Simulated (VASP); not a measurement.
# TiO2 (P2_1/c) in VASP: single point with PBE

Aim: the single point of TiO2 with PBE.

Everything below comes from runs of VASP 6.6.1. Logs are shortened: lines on timing, memory, paths and dates and some standing lists are left out, and cuts for length are marked.

## Step 1: The cell of the first run

The structure is monoclinic, space group P2_1/c (No. 14). Conventional cell: a = 4.589 Å, b = 4.849 Å, c = 4.829 Å, α = 90.00°, β = 98.43°, γ = 90.00°. Ti (site symmetry 1) has 7 O at 1.88 to 2.05 Å within 2.5 Å. O (site symmetry 1) has 7 Ti at 1.88 to 3.49 Å and 13 O at 2.37 to 3.37 Å within 3.5 Å. O (site symmetry 1) has 4 Ti at 1.97 to 2.04 Å and 10 O at 2.37 to 3.01 Å within 3.1 Å.

## Step 2: Single point, PBE (z stretched by +2 %, then relaxed in part)

File INCAR:

```
SYSTEM = TiO2
PREC = Accurate
ENCUT = 520
EDIFF = 1E-6
ISMEAR = -1
SIGMA = 0.02
LREAL = .FALSE.
LASPH = .TRUE.
NELM = 60
ALGO = Normal
ISIF = 2
LWAVE = .FALSE.
LCHARG = .FALSE.
GGA = PE
NBANDS = 60
```

File KPOINTS:

```
Automatic mesh
0
G
  7 6 7
  0 0 0
```

File POSCAR:

```
TiO2
1.0
    4.5890000000      0.0000000000      0.0000000000
    0.0000000000      4.8490000000      0.0000000000
   -0.7081993865      0.0000000000      4.7764052250
Ti O
4 8
Direct
    0.2806215139      0.0482489354      0.2114437842
    0.7193784861      0.5482489354      0.2885562158
    0.7193784861      0.9517510646      0.7885562158
    0.2806215139      0.4517510646      0.7114437842
    0.0828036177      0.3646116445      0.3125549150
    0.9171963823      0.8646116445      0.1874450850
    0.9171963823      0.6353883555      0.6874450850
    0.0828036177      0.1353883555      0.8125549150
    0.4330105445      0.7638097624      0.4865214912
    0.5669894555      0.2638097624      0.0134785088
    0.5669894555      0.2361902376      0.5134785088
    0.4330105445      0.7361902376      0.9865214912
```

Potentials or basis: VASP PAW PBE potentials, release 64 (Ti_sv, O).

The run is started by

```
cat potpaw_PBE.64/Ti_sv/POTCAR potpaw_PBE.64/O/POTCAR > POTCAR
mpirun -np 1 vasp_std > vasp.out
```

OUTCAR:

```text
SYSTEM = TiO2
   PREC = Accurate
   ENCUT = 520
   EDIFF = 1E-6
   ISMEAR = -1
   LREAL = .FALSE.
   LASPH = .TRUE.
   NELM = 60
   ISIF = 2
   GGA = PE

 ion  position               nearest neighbor table
   1  0.281  0.048  0.211-   6 1.88   5 1.88   9 1.97  10 2.03  11 2.03  12 2.04   8 2.05
   2  0.719  0.548  0.289-   5 1.88   6 1.88  10 1.97   9 2.03  12 2.03  11 2.04   7 2.05
   3  0.719  0.952  0.789-   8 1.88   7 1.88  11 1.97  12 2.03   9 2.03  10 2.04   6 2.05
   4  0.281  0.452  0.711-   7 1.88   8 1.88  12 1.97  11 2.03  10 2.03   9 2.04   5 2.05
   5  0.083  0.365  0.313-   2 1.88   1 1.88   4 2.05
   6  0.917  0.865  0.187-   1 1.88   2 1.88   3 2.05
   7  0.917  0.635  0.687-   4 1.88   3 1.88   2 2.05
   8  0.083  0.135  0.813-   3 1.88   4 1.88   1 2.05
   9  0.433  0.764  0.487-   1 1.97   2 2.03   3 2.03   4 2.04
  10  0.567  0.264  0.013-   2 1.97   1 2.03   4 2.03   3 2.04
  11  0.567  0.236  0.513-   3 1.97   4 2.03   1 2.03   2 2.04
  12  0.433  0.736  0.987-   4 1.97   3 2.03   2 2.03   1 2.04

  LATTYP: Found a simple monoclinic cell.
 ALAT       =     4.5890000000
 B/A-ratio  =     1.0566572238
 C/A-ratio  =     1.0522166687
 COS(beta)  =    -0.1466669670

  Lattice vectors:

 A1 = (   4.5890000000,   0.0000000000,   0.0000000000)
 A2 = (   0.0000000000,   4.8490000000,   0.0000000000)
 A3 = (  -0.7081993865,   0.0000000000,   4.7764052250)

Analysis of symmetry for initial positions (statically):
=====================================================================
 Subroutine PRICEL returns:
 Original cell was already a primitive cell.

 Routine SETGRP: Setting up the symmetry group for a
 simple monoclinic supercell.

 Subroutine GETGRP returns: Found  4 space group operations
 (whereof  2 operations were pure point group operations)
 out of a pool of  4 trial point group operations.

The static configuration has the point symmetry S_2 .
 The point group associated with its full space group is C_2h.

Analysis of symmetry for dynamics (positions and initial velocities):
=====================================================================
 Subroutine PRICEL returns:
 Original cell was already a primitive cell.

 Routine SETGRP: Setting up the symmetry group for a
 simple monoclinic supercell.

 Subroutine GETGRP returns: Found  4 space group operations
[... 133 lines left out ...]
   TEBEG  =    0.0;   TEEND  =   0.0 temperature during run
   PSTRESS=    0.0 pullay stress
   NELECT =      96.0000    total number of electrons
   NUPDOWN=      -1.0000    fix difference up-down
   EMIN   =  10.00;   EMAX   =-10.00  energy-range for DOS
   EFERMI =   0.00;   METHOD = LEGACY
   ISMEAR =    -1;   SIGMA  =   0.02  broadening in eV -4-tet -1-fermi 0-gaus
   EFERMI_NEDOS =   21; number of points for ismear=-14 and -15
   IALGO  =     38    algorithm
   IMIX   =      4    mixing-type and parameters
     AMIX     =   0.40;   BMIX     =  1.00
     AMIX_MAG =   1.60;   BMIX_MAG =  1.00
  volume/ion in A,a.u.               =       8.86        59.77
  Fermi-wavevector in a.u.,A,eV,Ry     =   1.582492  2.990476 34.072797  2.504280
  Thomas-Fermi vector in A             =   2.682407
   LORBIT       =      0    0 simple, 1 ext, 2 COOP (PROOUT), +10 PAW based schemes
   GGA     = PE    functional components
   LHFCALC =     F    Hartree Fock is set to
   AEXX    =    0.0000 exact exchange contribution
   IVDW    =     0    specifies the selected vdW correction
   LEPSILON=     F    determine dielectric tensor
   LRPA    =     F    only Hartree local field effects (RPA)
 non-spin polarized calculation
  energy-cutoff  :      520.00
  volume of cell :      106.28
 maximum number of plane-waves:      2892
 NGX is ok and might be reduce to    36
   NGX = 17   NGY = 19   NGZ = 17

 number of electron      95.9999988 magnetization

 Free energy of the ion-electron system (eV)
  ---------------------------------------------------
  ext. energy  EPLUGINS =         0.00000000
  ---------------------------------------------------
  free energy    TOTEN  =      -106.04397812 eV

  energy without entropy =     -106.04397812  energy(sigma->0) =     -106.04397812

 E-fermi :   7.3078     XC(G=0): -12.4342

 val. band max:        6.7491507078   @ k =   0.0000   0.0000   0.0000
 cond. band min:       8.9746970099   @ k =   0.4286   0.0000  -0.0000
 fundamental gap:      2.2255463020
 Fermi energy:         7.3077642602

 k-point     1 :       0.0000    0.0000    0.0000
  band No.  band energies     occupation
      1     -49.7724      2.00000
      2     -49.7213      2.00000
      3     -49.7144      2.00000
      4     -49.7139      2.00000
      5     -26.2977      2.00000
      6     -26.2508      2.00000
[... 1501 lines left out ...]
     59      11.4189      0.00000
     60      11.5884      0.00000

 [... further k-points ...]

------------------------ aborting loop because EDIFF is reached ----------------------------------------

  FORCE on cell =-STRESS in cart. coord.  units (eV):
  Direction    XX          YY          ZZ          XY          YZ          ZX
  --------------------------------------------------------------------------------------
  -------------------------------------------------------------------------------------
  Total       17.2109537     16.5268974     14.4835900      0.0000000      0.0000000      0.2064082
  in kB      259.4442866    249.1325692    218.3309975      0.0000000      0.0000000      3.1114742
  external PRESSURE =     242.3026178 kB  Pullay stress =       0.0000000 kB

 VOLUME and BASIS-vectors are now :
 -----------------------------------------------------------------------------
  energy-cutoff  :      520.00
  volume of cell :      106.28
      direct lattice vectors                 reciprocal lattice vectors
     4.589000000  0.000000000  0.000000000     0.217912399  0.000000000  0.032309953
     0.000000000  4.849000000  0.000000000     0.000000000  0.206228088  0.000000000
    -0.708199387  0.000000000  4.776405225     0.000000000  0.000000000  0.209362471

 POSITION                                       TOTAL-FORCE (eV/Angst)
 -----------------------------------------------------------------------------------
      1.13803      0.23396      1.00994         0.027795     -0.014990     -0.002249
      3.09687      2.65846      1.37826        -0.027795     -0.014990      0.002249
      2.74277      4.61504      3.76646        -0.027795      0.014990      0.002249
      0.78393      2.19054      3.39814         0.027795      0.014990     -0.002249
      0.15863      1.76800      1.49289         0.010269      0.008448     -0.009100
      4.07627      4.19250      0.89531        -0.010269      0.008448      0.009100
      3.72217      3.08100      3.28352        -0.010269     -0.008448      0.009100
     -0.19547      0.65650      3.88109         0.010269     -0.008448     -0.009100
      1.64253      3.70371      2.32382        -0.025881     -0.008410      0.006735
      2.59237      1.27921      0.06438         0.025881     -0.008410     -0.006735
      2.23827      1.14529      2.45258         0.025881      0.008410     -0.006735
      1.28843      3.56979      4.71203        -0.025881      0.008410      0.006735
 -----------------------------------------------------------------------------------
    total drift:                                0.000000      0.000000     -0.000000

  FREE ENERGIE OF THE ION-ELECTRON SYSTEM (eV)
  ---------------------------------------------------
  free  energy   TOTEN  =      -106.0439781167 eV

  energy  without entropy=     -106.0439781167  energy(sigma->0) =     -106.04397812
```

stdout:

```text
POSCAR found type information on POSCAR TiO
 POSCAR found :  2 types and      12 ions
 scaLAPACK will be used
 LDA part: xc-table for (Slater+PW92), standard interpolation
 POSCAR, INCAR and KPOINTS ok, starting setup
 FFT: planning ... GRIDC
 FFT: planning ... GRID_SOFT
 FFT: planning ... GRID
 WAVECAR not read
 entering main loop
```

It took 6.7 min on 1 thread of Intel Xeon Platinum 8488C (Sapphire Rapids), shared host; peak memory 0.51 GiB.

What came out:

```
Free energy            : -106.0440 eV
Pressure               : 24.2 GPa
Largest force          : 0.032 eV/Å
Band gap on the k mesh : 2.23 eV (least direct gap 2.37 eV)
```

Forces in eV/Å, atoms in the order of the input:
```
Ti   0.028 -0.015 -0.002
Ti  -0.028 -0.015  0.002
Ti  -0.028  0.015  0.002
Ti   0.028  0.015 -0.002
O    0.010  0.008 -0.009
O   -0.010  0.008  0.009
O   -0.010 -0.008  0.009
O    0.010 -0.008 -0.009
O   -0.026 -0.008  0.007
O    0.026 -0.008 -0.007
O    0.026  0.008 -0.007
O   -0.026  0.008  0.007
```

Levels at points of the mesh, in eV from the valence-band top:
```tsv
k point	band 44	band 45	band 46	band 47	band 48	band 49	band 50	band 51	band 52	band 53
(0.00, 0.00, 0.00)	-1.20	-0.96	-0.25	-0.20	0.00	2.37	2.74	2.99	3.12	3.31
(0.00, 0.50, 0.00)	-1.31	-0.91	-0.91	-0.52	-0.52	3.08	3.08	3.17	3.17	3.37
```

Caveat: the cell differs from its parent crystal (z stretched by +2 %, then relaxed in part); the cell stands under pressure.
